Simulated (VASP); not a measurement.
LiScBH4, 7 atoms in the cell. The structure is cubic, space group F-43m (No. 216). The conventional cell has a = 6.893 Å, b = 6.893 Å, c = 6.893 Å, α = 90.00°, β = 90.00°, γ = 90.00°. Li (site symmetry -43m) has 4 H at 1.75 Å within 2.3 Å. Sc (site symmetry -43m) has 12 H at 2.91 Å and 4 Li at 2.98 Å and 6 B at 3.45 Å within 3.8 Å. Within 1.7 Å of B (site symmetry -43m) lie 4 H at 1.24 Å. Within 1.7 Å of H (site symmetry 3m) lie 1 B at 1.24 Å. 

- Program: VASP 6.6.1
- Task: relaxation of cell and atoms
- Functional: PBE
- Potentials or basis: VASP PAW PBE potentials, release 64 (Li_sv, Sc_sv, B, H)
- Cutoff: 600 eV
- k mesh: 10 × 10 × 10
- Occupations: gaussian, width 0.1 eV
- Spin: no spin polarisation
- Dipole correction: no
- Further INCAR settings: ALGO = Normal; EDIFF = 1e-07; IBRION = 2; EDIFFG = -0.01; NSW = 100; ISIF = 3

Potentials or basis: VASP PAW PBE potentials, release 64 (Li_sv, Sc_sv, B, H).

Launch:

```sh
$ cat potpaw_PBE.64/Li_sv/POTCAR potpaw_PBE.64/Sc_sv/POTCAR potpaw_PBE.64/B/POTCAR potpaw_PBE.64/H/POTCAR > POTCAR
$ mpirun -np 1 vasp_std > vasp.out
```

Hardware: 1 thread of AMD EPYC 7R13 Processor (Zen 3) (shared host).

**Question.** How long does it take, and how much memory?

**Answer.** It took 94 s on 1 thread of AMD EPYC 7R13 Processor (Zen 3) (shared host), peak memory 0.26 GiB. Counts: scf iterations 21, k points 47, ion steps 2.
